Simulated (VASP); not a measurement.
SnO2, 6 atoms in the cell. Symmetry: P4_2/mnm, No. 136, tetragonal system. The conventional cell has a = 4.973 Å, b = 4.973 Å, c = 3.118 Å, α = 90.00°, β = 90.00°, γ = 90.00°. Sn (site symmetry mmm) has 6 O at 2.06 to 2.16 Å within 2.7 Å. Within 2.7 Å of O (site symmetry m2m) lie 3 Sn at 2.06 to 2.16 Å.  This cell differs from its parent crystal: biaxial strain in the a-b plane: +4.5 %, then relaxed in part.

```yaml
Program: VASP 6.6.1
Task: single point
Functional: r2SCAN
Potentials_or_basis: VASP PAW PBE potentials, release 64 (Sn_d, O)
Cutoff: 520 eV
k_mesh: 6 × 6 × 8
Occupations: gaussian, width 0.02 eV
Spin: no spin polarisation
Dipole_correction: no
Further_INCAR_settings: ALGO = Normal; EDIFF = 1e-06; NBANDS = 35
```

Potentials or basis: VASP PAW PBE potentials, release 64 (Sn_d, O).

Launch:

```sh
$ cat potpaw_PBE.64/Sn_d/POTCAR potpaw_PBE.64/O/POTCAR > POTCAR
$ cp INCAR.step1 INCAR
$ mpirun -np 1 vasp_std > vasp.out
$ cp INCAR.step2 INCAR
$ mpirun -np 1 vasp_std > vasp.out
```

Hardware: 1 thread of Intel(R) Xeon(R) 6975P-C (Granite Rapids), on a shared host.

Problem. How long does it take, and how much memory?

Solution. Wall time 2.8 min on 1 thread of Intel(R) Xeon(R) 6975P-C (Granite Rapids), with other jobs on the host, peak memory 0.26 GiB. Counts: k points 50.
